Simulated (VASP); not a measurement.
# Mg12H (a cell with a defect) in VASP: notebook

Runs on Mg12H (a cell with a defect). Level: PBE+D3(BJ). Tasks: single point.

Program: VASP 6.6.1. These are calculated values, not measurements. Logs are shortened: lines on timing, memory, paths and dates and some standing lists are left out, and cuts for length are marked.

**1. The cell of the first run**

The cell holds a defect, 13 atoms: a = 6.420 Å, b = 9.630 Å, c = 5.213 Å, α = 90.00°, β = 90.00°, γ = 120.00°.

**2. Single point, PBE+D3(BJ)**

INCAR

```
SYSTEM = Mg12H
PREC = Accurate
ENCUT = 520
EDIFF = 1E-6
ISMEAR = -1
SIGMA = 0.1
LREAL = .False.
LASPH = .True.
NELM = 100
ALGO = Normal
ISIF = 2
LWAVE = .False.
LCHARG = .False.
GGA = PE
IVDW = 12
NBANDS = 24
```

KPOINTS

```
Automatic mesh
0
Gamma
  2 2 2
  0 0 0
```

POSCAR

```
Mg12H
1.0
    6.4200000000      0.0000000000      0.0000000000
   -4.8150000000      8.3398250000      0.0000000000
    0.0000000000      0.0000000000      5.2130400000
Mg H
12 1
Direct
    0.0141800247      0.0067987038      0.0280258736
    0.1971881266      0.2271750307      0.5289428050
    0.0431006586      0.3429088740     -0.0201801636
    0.1621796556      0.5789809738      0.4932438654
   -0.0081054527      0.6697742459     -0.0289658242
    0.1830929841      0.9001987452      0.4783389347
    0.5081771164     -0.0234897015      0.0137156055
    0.6638095107      0.1909152770      0.5064799042
    0.4757870002      0.3224408186      0.0023594678
    0.6425605623      0.5550236366      0.4862230100
    0.4709881333      0.6633112805      0.0051217716
    0.6481374764      0.9004865210      0.5074582202
    0.3172207216      0.7674261750      0.2160543560
```

Potentials or basis: VASP PAW PBE potentials, release 64 (Mg, H).

Command:

```
cat potpaw_PBE.64/Mg/POTCAR potpaw_PBE.64/H/POTCAR > POTCAR
mpirun -np 1 vasp_std > vasp.out
```

OUTCAR:

```text
SYSTEM = Mg12H
   PREC = Accurate
   ENCUT = 520
   EDIFF = 1E-6
   ISMEAR = -1
   LREAL = .False.
   LASPH = .True.
   NELM = 100
   ISIF = 2
   GGA = PE
   IVDW = 12
 IVDW          = 12

 ion  position               nearest neighbor table
   1  0.014  0.007  0.028-   6 2.98   9 3.01   7 3.11   3 3.16   2 3.19   5 3.19   2 3.20  12 3.23
                             7 3.33  12 3.40   6 3.40  11 3.40
   2  0.197  0.227  0.529-   9 2.91   3 2.97  10 3.03   6 3.12   9 3.15   8 3.19   1 3.19   1 3.20
                             8 3.27  12 3.35   3 3.39   4 3.51
   3  0.043  0.343  0.980-   9 2.88  11 2.93   2 2.97   1 3.16   4 3.23   8 3.26   5 3.32   4 3.34
                             2 3.39   8 3.47   7 3.49   9 3.55
   4  0.162  0.579  0.493-  13 2.14   5 3.02   6 3.03  11 3.07  12 3.11  11 3.18  10 3.21   5 3.21
                            10 3.23   3 3.23   3 3.34   8 3.50   2 3.51
   5  0.992  0.670  0.971-  13 2.22   4 3.02  11 3.11   7 3.16  10 3.19   1 3.19   6 3.21   4 3.21
                             6 3.27  10 3.31  11 3.32   3 3.32   9 3.33
   6  0.183  0.900  0.478-   8 2.96   1 2.98  12 2.99   4 3.03   7 3.04   2 3.12   5 3.21   5 3.27
                             7 3.34   1 3.40  10 3.40  12 3.44
   7  0.508  0.977  0.014-  13 2.05  11 2.90  12 2.94  12 2.99   6 3.04   1 3.11   8 3.13   5 3.16
                             8 3.19   1 3.33   6 3.34   9 3.44   3 3.49
   8  0.664  0.191  0.506-  12 2.75   6 2.96   7 3.13   2 3.19   7 3.19   3 3.26   2 3.27   9 3.36
                             9 3.39   3 3.47   4 3.50  10 3.58
   9  0.476  0.322  0.002-   3 2.88   2 2.91   1 3.01   2 3.15  10 3.18  11 3.30  10 3.32   5 3.33
                             8 3.36   8 3.39   7 3.44   3 3.55
  10  0.643  0.555  0.486-   2 3.03  11 3.12   9 3.18   5 3.19   4 3.21   4 3.23  11 3.28  12 3.31
                             5 3.31   9 3.32   6 3.40   8 3.58
  11  0.471  0.663  0.005-  13 2.04   7 2.90   3 2.93   4 3.07   5 3.11  10 3.12   4 3.18  12 3.26
                            10 3.28  12 3.28   9 3.30   5 3.32   1 3.40
  12  0.648  0.900  0.507-   8 2.75   7 2.94   6 2.99   7 2.99   4 3.11   1 3.23  11 3.26  11 3.28
                            10 3.31   2 3.35   1 3.40   6 3.44
  13  0.317  0.767  0.216-  11 2.04   7 2.05   4 2.14   5 2.22

  LATTYP: Found a simple monoclinic cell.
 ALAT       =     6.4200000000
 B/A-ratio  =     0.8120000000
 C/A-ratio  =     1.3228757108
 COS(beta)  =    -0.1889822286

  Lattice vectors:

 A1 = (   6.4200000000,   0.0000000000,   0.0000000000)
 A2 = (   0.0000000000,   0.0000000000,   5.2130400000)
 A3 = (  -1.6050000000,  -8.3398250000,   0.0000000000)

Analysis of symmetry for initial positions (statically):
=====================================================================
 Subroutine PRICEL returns:
 Original cell was already a primitive cell.

 Routine SETGRP: Setting up the symmetry group for a
 simple monoclinic supercell.

 Subroutine GETGRP returns: Found  1 space group operations
[... 143 lines left out ...]
  volume/ion in A,a.u.               =      21.47       144.89
  Fermi-wavevector in a.u.,A,eV,Ry     =   0.732477  1.384180  7.299827  0.536522
  Thomas-Fermi vector in A             =   1.824949
   LORBIT       =      0    0 simple, 1 ext, 2 COOP (PROOUT), +10 PAW based schemes
   GGA     = PE    functional components
   LHFCALC =     F    Hartree Fock is set to
   AEXX    =    0.0000 exact exchange contribution
   IVDW    =    12    specifies the selected vdW correction
   LEPSILON=     F    determine dielectric tensor
   LRPA    =     F    only Hartree local field effects (RPA)
 non-spin polarized calculation
  energy-cutoff  :      520.00
  volume of cell :      279.11
 maximum number of plane-waves:      7532
 NGX is ok and might be reduce to    48
   NGX = 23   NGY = 35   NGZ = 19

 number of electron      25.0000000 magnetization

 Free energy of the ion-electron system (eV)
  ---------------------------------------------------
  ext. energy  EPLUGINS =         0.00000000
  ---------------------------------------------------
  free energy    TOTEN  =       -20.29341211 eV

  energy without entropy =      -20.12669260  energy(sigma->0) =      -20.21005236

 E-fermi :   2.4708     XC(G=0):  -8.4866

 val. band max:        2.4414689948   @ k =   0.0000   0.5000   0.0000
 cond. band min:       2.5988142904   @ k =   0.5000   0.0000   0.0000
 fundamental gap:      0.1573452956
 Fermi energy:         2.4708034601

 k-point     1 :       0.0000    0.0000    0.0000
  band No.  band energies     occupation
      1      -5.0863      2.00000
      2      -3.1301      2.00000
      3      -2.2198      2.00000
      4      -1.0361      2.00000
      5      -0.5716      2.00000
      6      -0.1257      2.00000
[... 205 lines left out ...]
     23       5.9172      0.00000
     24       5.9620      0.00000

------------------------ aborting loop because EDIFF is reached ----------------------------------------

 Edisp (eV)   -3.46531

 E8    (eV) :    -1.5055

  FORCE on cell =-STRESS in cart. coord.  units (eV):
  Direction    XX          YY          ZZ          XY          YZ          ZX
  --------------------------------------------------------------------------------------
  -------------------------------------------------------------------------------------
  Total      -3.51307    -1.26474     0.61326     0.01064    -0.10815    -0.03593
  in kB     -20.16573    -7.25989     3.52022     0.06106    -0.62082    -0.20626
  external pressure =       -7.97 kB  Pullay stress =        0.00 kB

 VOLUME and BASIS-vectors are now :
 -----------------------------------------------------------------------------
  energy-cutoff  :      520.00
  volume of cell :      279.11
      direct lattice vectors                 reciprocal lattice vectors
     6.420000000  0.000000000  0.000000000     0.155763240  0.089929945  0.000000000
    -4.815000000  8.339825000  0.000000000     0.000000000  0.119906593  0.000000000
     0.000000000  0.000000000  5.213040000     0.000000000  0.000000000  0.191826650

 POSITION                                       TOTAL-FORCE (eV/Angst)
 -----------------------------------------------------------------------------------
      0.05830      0.05670      0.14610        -0.254641     -0.130052     -0.406982
      0.17210      1.89460      2.75740        -0.343589     -0.219880     -0.354108
     -1.37440      2.85980      5.10784        -0.825092     -0.252033      0.300092
     -1.74660      4.82860      2.57130         0.024003     -0.547593      0.073810
      3.14300      5.58580      5.06204        -0.186483     -0.132104      0.014016
     -3.15900      7.50750      2.49360        -0.432725     -0.281296      0.528352
     -1.43940      8.14393      0.07150        -0.379883      0.663824     -0.394898
      3.34240      1.59220      2.64030        -0.170689      1.161773     -0.051488
      1.50200      2.68910      0.01230         0.869876      0.244412      0.058482
      1.45280      4.62880      2.53470         0.237662      0.083626      0.194404
     -0.17010      5.53190      0.02670         0.602186      0.040403     -0.389985
     -0.17480      7.50990      2.64540         0.968794     -0.648294      0.317177
     -1.65860      6.40020      1.12630        -0.109421      0.017213      0.111127
 -----------------------------------------------------------------------------------
    total drift:                                0.000022     -0.000007     -0.000156

  FREE ENERGIE OF THE ION-ELECTRON SYSTEM (eV)
  ---------------------------------------------------
  free  energy   TOTEN  =       -23.7587268485 eV

  energy  without entropy=      -23.5920073394  energy(sigma->0) =      -23.67536709
```

Wall time 79 s (1 thread of Intel Xeon Platinum 8375C at 2.90GHz (Ice Lake), shared host); peak memory 0.37 GiB.

What came out:

* Free energy: -23.7587 eV
* Pressure: -0.8 GPa
* Largest force: 1.208 eV/Å
* Dispersion energy per atom: -0.267 eV

Forces in eV/Å, atoms in the order of the input:
```
Mg  -0.255 -0.130 -0.407
Mg  -0.344 -0.220 -0.354
Mg  -0.825 -0.252  0.300
Mg   0.024 -0.548  0.074
Mg  -0.186 -0.132  0.014
Mg  -0.433 -0.281  0.528
Mg  -0.380  0.664 -0.395
Mg  -0.171  1.162 -0.051
Mg   0.870  0.244  0.058
Mg   0.238  0.084  0.194
Mg   0.602  0.040 -0.390
Mg   0.969 -0.648  0.317
H   -0.109  0.017  0.111
```

Levels at points of the mesh, in eV from the Fermi level:
| k point | band 9 | band 10 | band 11 | band 12 | band 13 | band 14 | band 15 | band 16 |
| --- | --- | --- | --- | --- | --- | --- | --- | --- |
| (0.00, 0.00, 0.00) | -1.21 | -0.70 | -0.14 | 0.15 | 0.32 | 0.66 | 0.69 | 1.57 |
| (0.50, 0.00, 0.00) | -0.44 | -0.35 | -0.21 | -0.10 | 0.13 | 0.26 | 0.40 | 0.52 |
| (0.00, 0.50, 0.00) | -1.61 | -0.98 | -0.84 | -0.52 | -0.14 | -0.03 | 1.23 | 1.74 |
| (0.50, 0.50, 0.00) | -0.49 | -0.20 | 0.18 | 0.69 | 0.81 | 1.02 | 1.06 | 1.19 |
| (0.00, 0.00, 0.50) | -1.69 | -1.58 | -1.12 | -0.94 | -0.52 | -0.36 | 0.67 | 1.22 |
| (0.50, 0.00, 0.50) | -1.39 | -0.71 | -0.59 | -0.56 | 0.32 | 0.88 | 1.01 | 1.03 |
| (0.00, 0.50, 0.50) | -1.32 | -1.16 | -1.00 | -0.95 | -0.36 | -0.31 | -0.23 | -0.18 |
| (0.50, 0.50, 0.50) | -2.30 | -1.94 | -1.80 | -1.78 | 1.03 | 2.28 | 2.39 | 2.40 |

Caveat: the k points lie up to 0.60 Å⁻¹ apart.

**3. Single point, PBE+D3(BJ)**

INCAR

```
  ALGO = Normal
  EDIFF = 1E-6
  ENCUT = 520
  GGA = PE
  ISIF = 2
  ISMEAR = -1
  IVDW = 12
  LASPH = T
  LCHARG = F
  LREAL = F
  LWAVE = F
  NBANDS = 24
  NELM = 80
  PREC = Accurate
  SIGMA = 0.1
```

KPOINTS

```
k-points
0
Gamma
  2 2 2
```

POSCAR

```
Mg12H
1.0
    6.4200000000      0.0000000000      0.0000000000
   -4.8150000000      8.3398250000      0.0000000000
    0.0000000000      0.0000000000      5.2130400000
Mg H
12 1
Direct
    0.0194039969      0.0098803032      0.0436021976
    0.2149883369      0.2272949372      0.5421980265
    0.0611088384      0.3475012965     -0.0330325491
    0.1489200207      0.5908757078      0.4847651274
   -0.0261379702      0.6709853024     -0.0521001182
    0.1814433827      0.9093596089      0.4700520234
    0.5160578468     -0.0337297245      0.0186455504
    0.6750907917      0.1830494045      0.5129636450
    0.4799226688      0.3162416478      0.0125646456
    0.6249091519      0.5574697311      0.4781279254
    0.4614399611      0.6581193250      0.0019374492
    0.6475429008      0.8978245946      0.5199845004
    0.2310478264      0.7590087322      0.2414330218
```

Potentials or basis: VASP PAW PBE potentials, release 64 (Mg, H).

Command:

```
cat potpaw_PBE.64/Mg/POTCAR potpaw_PBE.64/H/POTCAR > POTCAR
mpirun -np 1 vasp_std > vasp.out
```

Wall time 80 s (1 thread of Intel Xeon Platinum 8375C at 2.90GHz (Ice Lake), shared host); peak memory 0.36 GiB.

Results (log left out):

```yaml
Free_energy: -23.1506 eV
Pressure: 0.0 GPa
Largest_force: 1.452 eV/Å
Dispersion_energy_per_atom: -0.267 eV
```

Forces on the atoms (eV/Å):
```
Mg  -0.430 -0.083 -0.649
Mg  -0.481 -0.290 -0.494
Mg  -1.033 -0.389  0.383
Mg   0.191 -0.914  0.160
Mg  -0.124 -0.083  0.224
Mg  -0.214 -0.364  0.758
Mg  -0.701  0.776 -0.234
Mg  -0.254  1.425 -0.116
Mg   1.023  0.329  0.147
Mg   0.247  0.065  0.201
Mg   0.562  0.173 -0.328
Mg   1.113 -0.825  0.222
H    0.100  0.181 -0.275
```

Stress tensor (GPa, compression positive):
```
-1.79 -0.37  0.15
-0.37  0.51 -0.02
 0.15 -0.02  1.41
```

Levels at points of the mesh, in eV from the Fermi level:
```
           k point  band 9  band 10  band 11  band 12  band 13  band 14  band 15  band 16
(0.00, 0.00, 0.00)   -1.18    -0.78    -0.08     0.13     0.34     0.66     0.74     1.50
(0.50, 0.00, 0.00)   -0.46    -0.37    -0.24    -0.14     0.13     0.29     0.41     0.60
(0.00, 0.50, 0.00)   -1.63    -0.96    -0.80    -0.49    -0.23     0.07     1.13     1.70
(0.50, 0.50, 0.00)   -0.42    -0.27     0.10     0.80     0.82     0.95     1.04     1.25
(0.00, 0.00, 0.50)   -1.71    -1.59    -1.05    -0.88    -0.54    -0.35     0.66     1.18
(0.50, 0.00, 0.50)   -1.33    -0.66    -0.62    -0.54     0.29     0.89     0.98     1.03
(0.00, 0.50, 0.50)   -1.23    -1.15    -0.98    -0.94    -0.38    -0.30    -0.23    -0.14
(0.50, 0.50, 0.50)   -2.31    -1.90    -1.81    -1.78     0.98     2.30     2.37     2.41
```

Caveat: the k points lie up to 0.60 Å⁻¹ apart.
